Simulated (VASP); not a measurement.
Runs of VASP 6.6.1 on PbS. The structure is that of space group Fm-3m (No. 225), or close to it. The cells are those of the table. 

| task | level | potentials or basis | cell | cutoff (eV) | smearing | gap on the mesh (eV) | pressure (GPa) |
| --- | --- | --- | --- | --- | --- | --- | --- |
| single point | LDA | VASP PAW LDA potentials, release 64 (Pb_d, S) | a = 4.246 Å, angles 60.0°, 2 atoms | 520 | gaussian 0.05 eV | (d) | -4.4 |
| single point | PBEsol | VASP PAW PBE potentials, release 64 (Pb_d, S) | a = 4.193 Å, angles 60.0°, 2 atoms | 520 | gaussian 0.05 eV | (c) | -0.7 |
| single point | PBEsol | VASP PAW PBE potentials, release 64 (Pb_d, S) | a = 4.162 Å, angles 60.0°, 2 atoms | 520 | gaussian 0.05 eV | (a) | 0.5 |
| single point | PBEsol | VASP PAW PBE potentials, release 64 (Pb_d, S) | a = 4.174 Å, angles 60.0°, 2 atoms | 520 | gaussian 0.01 eV | 0.20 | -0.1 |
| single point | PBEsol | VASP PAW PBE potentials, release 64 (Pb_d, S) | a = 4.309 Å, angles 60.0°, 2 atoms | 520 | gaussian 0.05 eV | 0.52 | -4.7 |
| single point | PBEsol | VASP PAW PBE potentials, release 64 (Pb_d, S) | a = 4.248 Å, angles 60.0°, 2 atoms | 520 | gaussian 0.05 eV | 0.39 | -2.9 |
| single point | PBEsol | VASP PAW PBE potentials, release 64 (Pb_d, S) | a = 4.278 Å, angles 60.0°, 2 atoms | 520 | gaussian 0.05 eV | (b) | -3.8 |
| relaxation of cell and atoms | PBEsol | VASP PAW PBE potentials, release 64 (Pb_d, S) | relaxed from a = 4.193 Å, angles 60.0°, 2 atoms | 600 | gaussian 0.01 eV | 0.20 | 0.0 |

Alike in all rows: no spin polarisation; k mesh 10 × 10 × 10.

Estimate the missing entries.

(a) 0.17; (b) 0.45; (c) 0.28; (d) 0.33.

Caveats: spin-orbit coupling is left out, which moves the levels of the heavy elements; the PAW data sets were made with another functional, which shifts forces and pressure a little (some runs).

A k mesh can miss the band edges, and the runs leave out spin-orbit coupling on Pb.
